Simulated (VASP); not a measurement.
Write the native input for VASP 6.6.1 that does the following.

- Task: single point
- Functional: PBEsol
- Potentials or basis: VASP PAW PBE potentials, release 64 (In_d)
- Cutoff: 520 eV
- k mesh: 14 × 14 × 14
- Occupations: fermi-dirac, width 0.05 eV
- Spin: no spin polarisation
- Dipole correction: no
- Further INCAR settings: ALGO = Normal; EDIFF = 1e-06; NBANDS = 12

The structure of In lies in POSCAR:

```
In
1.0
    2.9611555928      0.0000000000      0.0000000000
    0.0000000000      2.9611555928      0.0000000000
    0.0000000000      0.0000000000      2.9611555928
In
1
Direct
    0.0000000000      0.0000000000      0.0000000000
```

This cell differs from its parent crystal: volume scaled by 0.95.

One way to write it, as run:

INCAR

```
ALGO     = Normal         # electronic algorithm
EDIFF    = 1E-6           # SCF threshold, eV
ENCUT    = 520            # plane-wave cutoff, eV
GGA      = PS             # functional
ISIF     = 2              # what is computed and relaxed
ISMEAR   = -1             # smearing method
LASPH    = T              # aspherical terms in the spheres
LCHARG   = T              # write CHGCAR
LELF     = T              # ELF
LREAL    = F              # projectors in reciprocal space
LVHAR    = T            
LWAVE    = F              # write WAVECAR
NBANDS   = 12             # bands
NELM     = 60             # most SCF steps
PREC     = Accurate       # precision mode
SIGMA    = 0.05           # smearing width, eV
```

KPOINTS

```
k-points
0
Gamma
  14 14 14
```

Potentials or basis: VASP PAW PBE potentials, release 64 (In_d).

Command:

```bash
$ cat potpaw_PBE.64/In_d/POTCAR > POTCAR
$ mpirun -np 1 vasp_std > vasp.out
```

Results of the run:

- Pressure: 2.3 GPa

Caveat: the PAW data sets were made with another functional, which shifts forces and pressure a little.

It took 13 s on 1 thread of Intel Xeon 6975P-C, on a shared host, peak memory 0.16 GiB.
